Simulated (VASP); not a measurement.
# Si16HC16 (a cell with a defect): single point with PBE

System: Si16HC16 (a cell with a defect).

```
Si C H
1.0
     6.18792    0.00000    0.00000
    -3.09396    5.35890    0.00000
     0.00000    0.00000   10.12878
Si C H
16 16 1
Cartesian
  1.5268 0.8557 9.5050
  0.0178 1.7547 4.4539
  0.0021 -0.0259 6.9898
  0.0025 -0.0253 1.9185
  -0.0337 3.5280 9.9079
  -1.5421 4.4565 4.4544
  -1.5476 2.6512 6.9741
  -1.5414 2.6559 1.9685
  4.6363 0.8475 9.5158
  3.1309 1.7801 4.4075
  3.1043 0.0446 6.8742
  3.0985 -0.0178 1.9738
  3.0749 3.5516 9.5155
  1.5665 4.4503 4.4390
  1.6152 2.6244 6.8710
  1.5569 2.6525 1.9742
  1.5569 0.8722 7.5789
  0.0034 1.7525 2.5392
  0.0040 -0.0246 5.0960
  -0.0073 -0.0308 -0.0096
  0.0826 3.5920 7.3228
  -1.5514 4.4453 2.5396
  -1.5213 2.6673 5.0724
  -1.5699 2.6399 0.0207
  4.6324 0.8804 7.6064
  3.1206 1.7746 2.5059
  3.1072 0.0142 4.9966
  3.0739 -0.0399 0.0448
  3.1022 3.5305 7.6055
  1.5565 4.4448 2.5292
  1.5899 2.6431 4.9945
  1.5246 2.6436 0.0453
  0.5476 3.8441 8.2934
```

```yaml
Program: VASP 6.6.1
Task: single point
Functional: PBE
Potentials_or_basis: VASP PAW PBE potentials, release 64 (Si, C, H)
Cutoff: 520 eV
k_mesh: 1 × 1 × 1
Occupations: fermi-dirac, width 0.01 eV
Spin: no spin polarisation
```

- Largest force: 0.049 eV/Å

Forces on the atoms (eV/Å):
```
Si   0.002 -0.003  0.012
Si   0.000 -0.004  0.008
Si  -0.002 -0.004  0.003
Si  -0.002 -0.003  0.005
Si   0.005  0.001 -0.002
Si   0.000 -0.003  0.006
Si   0.009  0.004  0.001
Si   0.001  0.000 -0.004
Si  -0.001 -0.004  0.009
Si  -0.004 -0.003  0.003
Si  -0.002 -0.005  0.002
Si   0.000 -0.004  0.003
Si   0.000 -0.001  0.011
Si  -0.002 -0.004  0.010
Si  -0.002 -0.004  0.003
Si  -0.003  0.001  0.001
C    0.000  0.005  0.002
C   -0.003  0.009 -0.006
C   -0.004  0.008 -0.012
C    0.005  0.004  0.006
C   -0.020 -0.022 -0.014
C    0.000  0.002 -0.005
C   -0.009 -0.004 -0.008
C    0.002  0.002 -0.002
C    0.000  0.003 -0.008
C   -0.016 -0.002  0.006
C    0.002 -0.004  0.001
C    0.002  0.007 -0.008
C   -0.005  0.007 -0.006
C    0.000  0.001 -0.002
C    0.000 -0.001  0.003
C    0.007 -0.003 -0.004
H    0.040  0.024 -0.014
```

Levels at points of the mesh, in eV from the Fermi level:
```csv
k point,band 60,band 61,band 62,band 63,band 64,band 65,band 66,band 67,band 68,band 69
"(0.00, 0.00, 0.00)",-0.97,-0.93,-0.37,-0.30,-0.25,1.14,1.75,1.86,1.98,2.02
```

Run time: 2.2 min on 1 thread of Intel Xeon 8259CL (shared host), peak memory 0.36 GiB.

Caveat: the k points lie up to 1.17 Å⁻¹ apart, too coarse for converged energies, forces and pressures; the cell carries a net charge on a neutralising background, which shifts energy and pressure; the cell is charged against a uniform background, so pressure and absolute levels hang on convention.
